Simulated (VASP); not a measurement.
A run of VASP 6.6.1:

The input POSCAR:

```
BP
1.0
    0.0000000000      2.1345207953      2.5614249543
    2.1345207953      0.0000000000      2.5614249543
    2.1345207953      2.1345207953      0.0000000000
B P
1 1
Direct
    0.0000000000      0.0000000000      0.0000000000
    0.7500000000      0.7500000000      0.7500000000
```

INCAR.step1

```
PREC = Accurate
ENCUT = 520
ISMEAR = 0
SIGMA = 0.05
LREAL = F
LASPH = T
NELM = 100
NBANDS = 11
GGA = PE
ALGO = Normal
EDIFF = 1E-4
LWAVE = T
LCHARG = F
```

File INCAR.step2:

```
PREC = Accurate
ENCUT = 520
EDIFF = 1E-6
ISMEAR = 0
SIGMA = 0.05
LREAL = F
LASPH = T
NELM = 100
ALGO = Normal
ISIF = 2
LWAVE = F
LCHARG = F
METAGGA = R2SCAN
LMIXTAU = T
NBANDS = 11
ISTART = 1
```

The input KPOINTS:

```
Automatic mesh
0
Gamma
  12 12 12
```

Potentials or basis: VASP PAW PBE potentials, release 64 (B, P).

Command:

```sh
$ cat potpaw_PBE.64/B/POTCAR potpaw_PBE.64/P/POTCAR > POTCAR
$ cp INCAR.step1 INCAR
$ mpirun -np 1 vasp_std > vasp.out
$ cp INCAR.step2 INCAR
$ mpirun -np 1 vasp_std > vasp.out
```

Hardware: 1 thread of AMD EPYC 7R43 64-Core Processor (Zen 3), on a shared host.

**Question.** Estimate the wall time of this run.

**Answer.** Run time: 4.7 min on 1 thread of AMD EPYC 7R43 64-Core Processor (Zen 3), on a shared host, peak memory 0.14 GiB. Counts: k points 163.
